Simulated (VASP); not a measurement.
Write the native input for VASP 6.6.1 that does the following.

```yaml
Task: single point
Functional: PBE
Dispersion: D3(BJ)
Potentials_or_basis: VASP PAW PBE potentials, release 64 (H)
Cutoff: 400 eV
k_mesh: 1 × 1 × 1
Occupations: fermi-dirac, width 0.02 eV
Spin: no spin polarisation
Dipole_correction: no
Further_INCAR_settings: ALGO = Normal; EDIFF = 1e-06; NBANDS = 30
```

The structure of H lies in POSCAR:

```
H
1.0
    7.3434200000      0.0000000000      0.0000000000
    0.0000000000      7.3434200000      0.0000000000
    0.0000000000      0.0000000000      7.3434200000
H
24
Direct
    0.3704813289      0.2757706900      0.5612371347
    0.3958101266      0.2330113217      0.6505960438
    0.9219818559      0.7696822461      0.3602136334
    0.9137568054      0.6694837011      0.4169038404
    0.2222670091      0.0013753810      0.7961957780
    0.1668977125      0.0363726983      0.7143265672
    1.0445133194      0.6413088180      0.8483649308
    1.0004466584      0.5615639579      0.8862900392
    0.8779151948      0.9712504528     -0.3640538060
    0.7988784517      0.9236976776     -0.3160244137
    0.7248393800      0.3144720035      0.7318252258
    0.8272848346      0.2806866555      0.7736313598
    0.5623401630      0.6008235945      1.0399514123
    0.5994754488      0.6970321730      1.0755751407
   -0.1580190157      0.8479019313      0.0556416493
   -0.0950102268      0.9302477592      0.0730994550
    0.7634317525      0.2140555763      0.4194775731
    0.8083154715      0.1417595616      0.4658047613
    0.2192302769      0.5805197034      0.6290393304
    0.2725841638      0.6144548453      0.7102957478
    0.8378521180      0.4761950154      0.1584956328
    0.9341968728      0.4533037740      0.1728894711
    0.2696699903      0.2193392180      1.0022850389
    0.3167325306      0.1778735249      1.0940270337
```

The input as run:

INCAR

```
PREC     = Accurate       # precision mode
ENCUT    = 400            # plane-wave cutoff, eV
EDIFF    = 1E-6           # SCF threshold, eV
ISMEAR   = -1             # smearing method
SIGMA    = 0.02           # smearing width, eV
LREAL    = F              # projectors in reciprocal space
LASPH    = T              # aspherical terms in the spheres
NELM     = 120            # most SCF steps
ALGO     = Normal         # electronic algorithm
ISIF     = 2              # what is computed and relaxed
LWAVE    = F              # write WAVECAR
LCHARG   = F              # write CHGCAR
GGA      = PE             # functional
IVDW     = 12             # dispersion correction
NBANDS   = 30             # bands
GGA_COMPAT= F
```

KPOINTS

```
Automatic mesh
0
Gamma
  1 1 1
```

Potentials or basis: VASP PAW PBE potentials, release 64 (H).

Run with:

```console
$ cat potpaw_PBE.64/H/POTCAR > POTCAR
$ mpirun -np 1 vasp_gam > vasp.out
```

Results of the run:

- Pressure: -0.9 GPa
- Largest force: 2.281 eV/Å
- Band gap on the k mesh: 7.80 eV
- Dispersion energy per atom: -0.015 eV

Caveat: the k points lie up to 0.86 Å⁻¹ apart.

Run time: 12 s on 1 thread of Intel(R) Xeon(R) 6975P-C (Granite Rapids), on a shared host, peak memory 0.3 GiB.
